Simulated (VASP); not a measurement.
# Bi (R-3m) in VASP: further runs

The runs below take Bi through electric field gradients, with PBE.

Program: VASP 6.6.1. These are calculated values, not measurements. Logs are shortened: lines on timing, memory, paths and dates and some standing lists are left out, and cuts for length are marked.

## Step 1: The cell of the first run

The structure is trigonal, space group R-3m (No. 166). Conventional cell: a = 4.606 Å, b = 4.606 Å, c = 12.018 Å, α = 90.00°, β = 90.00°, γ = 120.00°. Bi (site symmetry 3m) has 6 Bi at 3.11 to 3.58 Å within 4.1 Å.

## Step 2: Electric field gradients, PBE (volume scaled by 1.04)

The input, INCAR:

```
  PREC = Accurate
  ENCUT = 520
  EDIFF = 1E-8
  ISMEAR = -1
  SIGMA = 0.03
  LREAL = False
  LASPH = True
  NELM = 100
  ALGO = Normal
  ISIF = 2
  LWAVE = False
  LCHARG = False
  GGA = PE
  LEFG = True
  NBANDS = 22
```

The input, KPOINTS:

```
regular mesh
0
Gamma
  11 11 11
```

The input, POSCAR:

```
Bi
1.0
    2.3029109990      1.3295862852      4.0060322827
   -2.3029109990      1.3295862852      4.0060322827
    0.0000000000     -2.6591725704      4.0060322827
Bi
2
Direct
    0.2338900000      0.2338900000      0.2338900000
    0.7661100000      0.7661100000      0.7661100000
```

Potentials or basis: VASP PAW PBE potentials, release 64 (Bi_d).

Run with:

```console
cat potpaw_PBE.64/Bi_d/POTCAR > POTCAR
mpirun -np 1 vasp_std > vasp.out
```

OUTCAR:

```text
PREC = Accurate
   ENCUT = 520
   EDIFF = 1E-8
   ISMEAR = -1
   LREAL = False
   LASPH = True
   NELM = 100
   ISIF = 2
   GGA = PE

 ion  position               nearest neighbor table
   1  0.234  0.234  0.234-   2 3.11   2 3.11   2 3.11   2 3.58   2 3.58   2 3.58
   2  0.766  0.766  0.766-   1 3.11   1 3.11   1 3.11   1 3.58   1 3.58   1 3.58

  LATTYP: Found a trigonal (rhomboedric) cell.
 ALAT       =     4.8082734333
 COS(alpha) =     0.5412184017

  Lattice vectors:

 A1 = (   2.3029109990,   1.3295862852,   4.0060322827)
 A2 = (  -2.3029109990,   1.3295862852,   4.0060322827)
 A3 = (   0.0000000000,  -2.6591725704,   4.0060322827)

Analysis of symmetry for initial positions (statically):
=====================================================================
 Subroutine PRICEL returns:
 Original cell was already a primitive cell.

 Routine SETGRP: Setting up the symmetry group for a
 trigonal (rhombohedral) supercell.

 Subroutine GETGRP returns: Found 12 space group operations
 (whereof 12 operations were pure point group operations)
 out of a pool of 12 trial point group operations.

The static configuration has the point symmetry D_3d.

Analysis of symmetry for dynamics (positions and initial velocities):
=====================================================================
 Subroutine PRICEL returns:
 Original cell was already a primitive cell.

 Routine SETGRP: Setting up the symmetry group for a
 trigonal (rhombohedral) supercell.

 Subroutine GETGRP returns: Found 12 space group operations
 (whereof 12 operations were pure point group operations)
 out of a pool of 12 trial point group operations.

The dynamic configuration has the point symmetry D_3d.

 Subroutine INISYM returns: Found 12 space group operations
 (whereof 12 operations are pure point group operations),
 and found     1 'primitive' translations

----------------------------------------------------------------------------------------

                                     Primitive cell

  volume of cell :      73.5969

  direct lattice vectors                    reciprocal lattice vectors
     2.302910999  1.329586285  4.006032283     0.217116510  0.125352276  0.083207850
    -2.302910999  1.329586285  4.006032283    -0.217116510  0.125352276  0.083207850
     0.000000000 -2.659172570  4.006032283     0.000000000 -0.250704552  0.083207850

  length of vectors
     4.808273433  4.808273433  4.808273433     0.264152074  0.264152074  0.264152074

  position of ions in fractional coordinates (direct lattice)
     0.233890000  0.233890000  0.233890000
     0.766110000  0.766110000  0.766110000

  ion indices of the primitive-cell ions
   primitive index   ion index
                 1           1
                 2           2

----------------------------------------------------------------------------------------

 KPOINTS: regular mesh

Automatic generation of k-mesh.
 Grid dimensions read from file:
 generate k-points for:   11   11   11

 Generating k-lattice:

  Cartesian coordinates                     Fractional coordinates (reciprocal lattice)
     0.019737865  0.011395661  0.007564350     0.090909091  0.000000000  0.000000000
    -0.019737865  0.011395661  0.007564350     0.000000000  0.090909091  0.000000000
     0.000000000 -0.022791323  0.007564350     0.000000000  0.000000000  0.090909091

  Length of vectors
     0.024013825  0.024013825  0.024013825

  Shift w.r.t. Gamma in fractional coordinates (k-lattice)
     0.000000000  0.000000000  0.000000000

 Subroutine IBZKPT returns following result:
 ===========================================

 Found    146 irreducible k-points:

 Following reciprocal coordinates:
            Coordinates               Weight
  0.000000  0.000000  0.000000      1.000000
  0.090909  0.000000  0.000000      6.000000
  0.181818  0.000000  0.000000      6.000000
  0.272727 -0.000000  0.000000      6.000000
  0.363636  0.000000  0.000000      6.000000
  0.454545  0.000000  0.000000      6.000000
[... 16 lines left out ...]
 -0.272727  0.181818 -0.000000     12.000000
 -0.181818  0.181818  0.000000      6.000000
 [... further k-points ...]
   k-points           NKPTS =    146   k-points in BZ     NKDIM =    146   number of bands    NBANDS=     22
   number of dos      NEDOS =    301   number of ions     NIONS =      2
   total plane-waves  NPLWV =  46656
   dimension x,y,z NGX =    36 NGY =   36 NGZ =   36
   dimension x,y,z NGXF=    72 NGYF=   72 NGZF=   72
   ions per type =               2
   NGX,Y,Z   is equivalent  to a cutoff of  12.45, 12.45, 12.45 a.u.
   NGXF,Y,Z  is equivalent  to a cutoff of  24.89, 24.89, 24.89 a.u.
 SYSTEM =  unknown system
   PREC   = accura    normal or accurate (medium, high low for compatibility)
   ISTART =      0    job   : 0-new  1-cont  2-samecut
   ICHARG =      2    charge: 1-file 2-atom 10-const
   ISPIN  =      1    spin polarized calculation?
   LNONCOLLINEAR =      F non collinear calculations
   LSORBIT =      F    spin-orbit coupling
   LASPH  =      T    aspherical Exc in radial PAW
   ENCUT  =  520.0 eV  38.22 Ry    6.18 a.u.   8.94  8.94  8.94*2*pi/ulx,y,z
   NELM   =    100;   NELMIN=  2; NELMDL= -5     # of ELM steps
   EDIFF  = 0.1E-07   stopping-criterion for ELM
   LREAL  =      F    real-space projection
   EDIFFG = 0.1E-06   stopping-criterion for IOM
   NSW    =      0    number of steps for IOM
   IBRION =     -1    ionic relax: 0-MD 1-quasi-New 2-CG
   NFREE  =      0    steps in history (QN), initial steepest desc. (CG)
   ISIF   =      2    stress and relaxation
   ISYM   =      2    0-nonsym 1-usesym 2-fastsym
   POTIM  = 0.5000    time-step for ionic-motion
   TEBEG  =    0.0;   TEEND  =   0.0 temperature during run
   PSTRESS=    0.0 pullay stress
   NELECT =      30.0000    total number of electrons
   NUPDOWN=      -1.0000    fix difference up-down
   EMIN   =  10.00;   EMAX   =-10.00  energy-range for DOS
   EFERMI =   0.00;   METHOD = LEGACY
   ISMEAR =    -1;   SIGMA  =   0.03  broadening in eV -4-tet -1-fermi 0-gaus
   EFERMI_NEDOS =   21; number of points for ismear=-14 and -15
   IALGO  =     38    algorithm
   IMIX   =      4    mixing-type and parameters
     AMIX     =   0.40;   BMIX     =  1.00
     AMIX_MAG =   1.60;   BMIX_MAG =  1.00
  volume/ion in A,a.u.               =      36.80       248.33
  Fermi-wavevector in a.u.,A,eV,Ry     =   1.213842  2.293829 20.046989  1.473412
  Thomas-Fermi vector in A             =   2.349281
   LORBIT       =      0    0 simple, 1 ext, 2 COOP (PROOUT), +10 PAW based schemes
   GGA     = PE    functional components
   LHFCALC =     F    Hartree Fock is set to
   AEXX    =    0.0000 exact exchange contribution
   IVDW    =     0    specifies the selected vdW correction
   LEPSILON=     F    determine dielectric tensor
   LRPA    =     F    only Hartree local field effects (RPA)
 non-spin polarized calculation
  energy-cutoff  :      520.00
  volume of cell :       73.60
 maximum number of plane-waves:      2009
   NGX = 17   NGY = 17   NGZ = 17

 number of electron      29.9999997 magnetization

 Free energy of the ion-electron system (eV)
  ---------------------------------------------------
  ext. energy  EPLUGINS =         0.00000000
  ---------------------------------------------------
  free energy    TOTEN  =        -7.77533531 eV

  energy without entropy =       -7.77466323  energy(sigma->0) =       -7.77499927

 E-fermi :   5.7942     XC(G=0):  -9.3239

 val. band max:        5.7771368747   @ k =   0.3636   0.1818   0.1818
 cond. band min:       5.9429608327   @ k =   0.4545   0.0909   0.0909
 fundamental gap:      0.1658239580
 Fermi energy:         5.7941828736

 k-point     1 :       0.0000    0.0000    0.0000
  band No.  band energies     occupation
      1     -17.0238      2.00000
      2     -17.0238      2.00000
      3     -16.8919      2.00000
      4     -16.8919      2.00000
      5     -16.8774      2.00000
      6     -16.7328      2.00000
[... 14 lines left out ...]
     21      11.6191      0.00000
     22      11.7223      0.00000

 k-point     2 :       0.0909    0.0000    0.0000
  band No.  band energies     occupation
      1     -17.0186      2.00000
      2     -17.0170      2.00000
      3     -16.8896      2.00000
      4     -16.8879      2.00000
      5     -16.8739      2.00000
      6     -16.7360      2.00000
[... 542 lines left out ...]
 k-point    24 :      -0.1818    0.1818    0.0000
  band No.  band energies     occupation
      1     -16.9969      2.00000
      2     -16.9353      2.00000
      3     -16.8731      2.00000
      4     -16.8641      2.00000
      5     -16.8261      2.00000
      6     -16.7857      2.00000
[... 14 lines left out ...]
     21      13.6448      0.00000
     22      14.1477      0.00000

 [... further k-points ...]

------------------------ aborting loop because EDIFF is reached ----------------------------------------

  FORCE on cell =-STRESS in cart. coord.  units (eV):
  Direction    XX          YY          ZZ          XY          YZ          ZX
  --------------------------------------------------------------------------------------
  -------------------------------------------------------------------------------------
  Total       -0.1114514     -0.1114514      0.0741479      0.0000000      0.0000000      0.0000000
  in kB       -2.4262568     -2.4262568      1.6141740      0.0000000      0.0000000      0.0000000
  external PRESSURE =      -1.0794465 kB  Pullay stress =       0.0000000 kB

 VOLUME and BASIS-vectors are now :
 -----------------------------------------------------------------------------
  energy-cutoff  :      520.00
  volume of cell :       73.60
      direct lattice vectors                 reciprocal lattice vectors
     2.302910999  1.329586285  4.006032283     0.217116510  0.125352276  0.083207850
    -2.302910999  1.329586285  4.006032283    -0.217116510  0.125352276  0.083207850
     0.000000000 -2.659172570  4.006032283     0.000000000 -0.250704552  0.083207850

 POSITION                                       TOTAL-FORCE (eV/Angst)
 -----------------------------------------------------------------------------------
      0.00000      0.00000      2.81091         0.000000     -0.000000      0.022776
      0.00000      0.00000      9.20718         0.000000      0.000000     -0.022776
 -----------------------------------------------------------------------------------
    total drift:                                0.000000     -0.000000      0.000000

  FREE ENERGIE OF THE ION-ELECTRON SYSTEM (eV)
  ---------------------------------------------------
  free  energy   TOTEN  =        -7.7753353102 eV

  energy  without entropy=       -7.7746632264  energy(sigma->0) =       -7.77499927

 Electric field gradients (V/A^2)
---------------------------------------------------------------------
 ion       V_xx      V_yy      V_zz      V_xy      V_xz      V_yz
---------------------------------------------------------------------
   1      17.025    17.025   -34.049     0.000     0.000    -0.000
   2      17.025    17.025   -34.049     0.000     0.000    -0.000
---------------------------------------------------------------------

 Electric field gradients after diagonalization (V/A^2)
 (convention: |V_zz| > |V_xx| > |V_yy|)
----------------------------------------------------------------------
 ion       V_xx      V_yy      V_zz     asymmetry (V_yy - V_xx)/ V_zz
----------------------------------------------------------------------
   1      17.025    17.025   -34.049       0.000
   2      17.025    17.025   -34.049       0.000
----------------------------------------------------------------------

           NMR quadrupolar parameters

 Cq : quadrupolar parameter    Cq=e*Q*V_zz/h
 eta: asymmetry parameters     (V_yy - V_xx)/ V_zz
 Q  : nuclear electric quadrupole moment in mb (millibarn)
----------------------------------------------------------------------
 ion       Cq(MHz)       eta       Q (mb)
----------------------------------------------------------------------
   1      -0.082       0.000       1.000
   2      -0.082       0.000       1.000
----------------------------------------------------------------------
```

Run time: 3.4 min. Hardware: 1 thread of AMD EPYC 9R45 (Zen 5), shared host; peak memory 0.29 GiB.

Results:

```yaml
Free_energy: -7.7753 eV
Pressure: -0.1 GPa
Largest_force: 0.023 eV/Å
Band_gap_on_the_k_mesh: zero (band 15 reaches 5.78 eV, above the bottom of band 16 at 5.74 eV)
```

Forces on the atoms (eV/Å):
```
Bi   0.000  0.000  0.023
Bi   0.000  0.000 -0.023
```

Levels at points of the mesh, in eV from the Fermi level:
| k point | band 11 | band 12 | band 13 | band 14 | band 15 | band 16 | band 17 | band 18 | band 19 | band 20 |
| --- | --- | --- | --- | --- | --- | --- | --- | --- | --- | --- |
| (0.00, 0.00, 0.00) | -12.77 | -7.59 | -1.35 | -1.11 | -1.11 | 2.46 | 2.91 | 2.91 | 5.69 | 5.82 |

Electric field gradients, principal values (V/Å²):
```
atom   least  middle  greatest (by size)
1 Bi  17.025  17.025             -34.049
2 Bi  17.025  17.025             -34.049
```

Caveat: without QUAD_EFG the Cq values of the log hold for a quadrupole moment of 1 mb, not for the nuclei; spin-orbit coupling is left out, which moves the levels of the heavy elements.

## Step 3: Electric field gradients, PBE (volume scaled by 1.06)

The input, INCAR:

```
SYSTEM = Bi
PREC     = Accurate       ! precision mode
ENCUT    = 520            ! plane-wave cutoff, eV
EDIFF    = 1E-8           ! SCF threshold, eV
ISMEAR   = -1             ! smearing method
SIGMA    = 0.03           ! smearing width, eV
LREAL    = .False.        ! projectors in reciprocal space
LASPH    = .True.         ! aspherical terms in the spheres
NELM     = 100            ! most SCF steps
ALGO     = Normal         ! electronic algorithm
ISIF     = 2              ! what is computed and relaxed
LWAVE    = .False.        ! write WAVECAR
LCHARG   = .False.        ! write CHGCAR
GGA      = PE             ! functional
LEFG     = .True.       
NBANDS   = 22             ! bands
```

The input, KPOINTS:

```
Automatic mesh
0
Gamma
  11 11 11
  0 0 0
```

The input, POSCAR:

```
Bi
1.0
    2.3175796175      1.3380552160      4.0315490999
   -2.3175796175      1.3380552160      4.0315490999
    0.0000000000     -2.6761104319      4.0315490999
Bi
2
Direct
    0.2338900000      0.2338900000      0.2338900000
    0.7661100000      0.7661100000      0.7661100000
```

Potentials or basis: VASP PAW PBE potentials, release 64 (Bi_d).

Run with:

```console
cat potpaw_PBE.64/Bi_d/POTCAR > POTCAR
mpirun -np 1 vasp_std > vasp.out
```

OUTCAR:

```text
SYSTEM = Bi
   PREC = Accurate
   ENCUT = 520
   EDIFF = 1E-8
   ISMEAR = -1
   LREAL = .False.
   LASPH = .True.
   NELM = 100
   ISIF = 2
   GGA = PE

 ion  position               nearest neighbor table
   1  0.234  0.234  0.234-   2 3.13   2 3.13   2 3.13   2 3.60   2 3.60   2 3.60
   2  0.766  0.766  0.766-   1 3.13   1 3.13   1 3.13   1 3.60   1 3.60   1 3.60

  LATTYP: Found a trigonal (rhomboedric) cell.
 ALAT       =     4.8389002045
 COS(alpha) =     0.5412184017

  Lattice vectors:

 A1 = (   2.3175796175,   1.3380552160,   4.0315490999)
 A2 = (  -2.3175796175,   1.3380552160,   4.0315490999)
 A3 = (   0.0000000000,  -2.6761104319,   4.0315490999)

Analysis of symmetry for initial positions (statically):
=====================================================================
 Subroutine PRICEL returns:
 Original cell was already a primitive cell.

 Routine SETGRP: Setting up the symmetry group for a
[... 788 lines left out ...]
  energy-cutoff  :      520.00
  volume of cell :       75.01
      direct lattice vectors                 reciprocal lattice vectors
     2.317579617  1.338055216  4.031549100     0.215742319  0.124558886  0.082681204
    -2.317579617  1.338055216  4.031549100    -0.215742319  0.124558886  0.082681204
     0.000000000 -2.676110432  4.031549100     0.000000000 -0.249117771  0.082681204

 POSITION                                       TOTAL-FORCE (eV/Angst)
 -----------------------------------------------------------------------------------
      0.00000      0.00000      2.82882         0.000000     -0.000000     -0.056150
      0.00000      0.00000      9.26583         0.000000      0.000000      0.056150
 -----------------------------------------------------------------------------------
    total drift:                                0.000000     -0.000000      0.000000

  FREE ENERGIE OF THE ION-ELECTRON SYSTEM (eV)
  ---------------------------------------------------
  free  energy   TOTEN  =        -7.7714775006 eV

  energy  without entropy=       -7.7707807644  energy(sigma->0) =       -7.77112913

 Electric field gradients (V/A^2)
---------------------------------------------------------------------
 ion       V_xx      V_yy      V_zz      V_xy      V_xz      V_yz
---------------------------------------------------------------------
   1      16.949    16.949   -33.898     0.000    -0.000    -0.000
   2      16.949    16.949   -33.898     0.000    -0.000    -0.000
---------------------------------------------------------------------

 Electric field gradients after diagonalization (V/A^2)
 (convention: |V_zz| > |V_xx| > |V_yy|)
----------------------------------------------------------------------
 ion       V_xx      V_yy      V_zz     asymmetry (V_yy - V_xx)/ V_zz
----------------------------------------------------------------------
   1      16.949    16.949   -33.898       0.000
   2      16.949    16.949   -33.898       0.000
----------------------------------------------------------------------

           NMR quadrupolar parameters

 Cq : quadrupolar parameter    Cq=e*Q*V_zz/h
 eta: asymmetry parameters     (V_yy - V_xx)/ V_zz
 Q  : nuclear electric quadrupole moment in mb (millibarn)
----------------------------------------------------------------------
 ion       Cq(MHz)       eta       Q (mb)
----------------------------------------------------------------------
   1      -0.082       0.000       1.000
   2      -0.082       0.000       1.000
----------------------------------------------------------------------
```

OSZICAR:

```text
N       E                     dE             d eps       ncg     rms          rms(c)
DAV:   1     0.304158194688E+03    0.30416E+03   -0.16196E+04  6430   0.160E+03
DAV:   2     0.177447495980E+02   -0.28641E+03   -0.27961E+03  6544   0.428E+02
DAV:   3    -0.689065022621E+01   -0.24635E+02   -0.24356E+02  7738   0.141E+02
DAV:   4    -0.773697995537E+01   -0.84633E+00   -0.84598E+00  7988   0.289E+01
DAV:   5    -0.777124302253E+01   -0.34263E-01   -0.34262E-01  9196   0.520E+00    0.101E+00
DAV:   6    -0.777028109185E+01    0.96193E-03   -0.16912E-02  8496   0.137E+00    0.620E-01
DAV:   7    -0.777125638953E+01   -0.97530E-03   -0.11933E-02  7740   0.121E+00    0.109E-01
DAV:   8    -0.777145163117E+01   -0.19524E-03   -0.15415E-03  7606   0.433E-01    0.237E-02
DAV:   9    -0.777147718654E+01   -0.25555E-04   -0.63898E-05  9454   0.608E-02    0.109E-02
DAV:  10    -0.777147701576E+01    0.17077E-06   -0.79474E-06  7244   0.249E-02    0.168E-03
DAV:  11    -0.777147752394E+01   -0.50817E-06   -0.65406E-07  7892   0.634E-03    0.121E-03
DAV:  12    -0.777147750754E+01    0.16397E-07   -0.16776E-07  7144   0.236E-03    0.250E-04
DAV:  13    -0.777147750059E+01    0.69467E-08   -0.14634E-08  6578   0.967E-04
   1 F= -.77714775E+01 E0= -.77711291E+01  d E =-.696736E-03
```

Run time: 3.6 min. Hardware: 1 thread of AMD EPYC 9R45 (Zen 5), shared host; peak memory 0.29 GiB.

What came out:

```yaml
Free_energy: -7.7715 eV
Pressure: -0.9 GPa
Largest_force: 0.056 eV/Å
Band_gap_on_the_k_mesh: zero (band 15 reaches 5.56 eV, above the bottom of band 16 at 5.53 eV)
```

Forces on the atoms (eV/Å):
```
Bi   0.000  0.000 -0.056
Bi   0.000  0.000  0.056
```

Stress tensor (GPa, compression positive):
```
-1.06  0.00  0.00
 0.00 -1.06  0.00
 0.00  0.00 -0.53
```

Electric field gradients, principal values (V/Å²):
```csv
atom,least,middle,greatest (by size)
1 Bi,16.949,16.949,-33.898
2 Bi,16.949,16.949,-33.898
```

Caveat: without QUAD_EFG the Cq values of the log hold for a quadrupole moment of 1 mb, not for the nuclei; spin-orbit coupling is left out, which moves the levels of the heavy elements.

[end of part 1 of 2]
